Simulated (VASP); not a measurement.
Crystal: AlAs.

```
CELL_PARAMETERS angstrom
0.00000 2.83040 2.83040
2.83040 0.00000 2.83040
2.83040 2.83040 0.00000
ATOMIC_POSITIONS crystal
Al 0.00000 0.00000 0.00000
As 0.75000 0.75000 0.75000
```

Base run:

- Program: VASP 6.6.1
- Functional: r2SCAN
- Potentials or basis: VASP PAW PBE potentials, release 64 (Al, As)
- Cutoff: 550 eV
- k mesh: 8 × 8 × 8
- Occupations: gaussian, width 0.05 eV
- Spin: no spin polarisation

Its results: band gap on the k mesh 1.79 eV (least direct gap 2.71 eV); pressure 0.7 GPa.

The run is repeated on the same cell with these changes: dispersion from none to D3(BJ). What comes out?

Band gap on the k mesh 1.79 eV (least direct gap 2.71 eV); pressure -0.4 GPa.

Dispersion adds attraction, which lowers the pressure at fixed volume and, as a term added to the energy, leaves the levels alone.

Caveats: the PAW data sets were made with another functional, which shifts forces and pressure a little; three body term missing (at least some runs).

A k mesh can miss the band edges.
